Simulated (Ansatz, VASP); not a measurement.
Two plane-wave programs on Cu

```
CELL_PARAMETERS angstrom
-1.46584 1.46584 1.22075
1.46584 -1.46584 1.22075
1.46584 1.46584 -1.22075
ATOMIC_POSITIONS crystal
Cu 0.00000 0.00000 0.00000
```

Alike in both runs: task single point; functional LDA; k mesh 24 × 24 × 24; occupations gaussian, width 0.15 eV; no spin polarisation.

|  | VASP | Ansatz |
| --- | --- | --- |
| version | VASP 6.6.1 | Ansatz 0.2.0 |
| potentials or method | VASP PAW LDA potentials, release 64 (Cu), cutoff 520 eV | scalar-relativistic, plane waves, PAW |
| valence electrons in the cell | 11 | 19 |

VASP gave:

```
gap on the k mesh at the Fermi level (eV)                     : none
pressure (GPa)                                                : 10.9
traceless stress, the component that is largest in VASP (GPa) : 6.79
```

Problem. Which values does Ansatz return?

Solution. gap on the k mesh at the Fermi level (eV): none; pressure (GPa): 10.0; traceless stress, the component that is largest in VASP (GPa): 6.72.

Ansatz warns that its potentials were made for another functional, while VASP's fit it. LDA's correlation is that of Perdew and Zunger in VASP and of Perdew and Wang (1992) in Ansatz. A gap of «none» marks a metal or a gap that the smearing closes. VASP's potentials hold 11 valence electrons a cell and Ansatz's 19, so a difference there can come from the potentials and not from the codes.
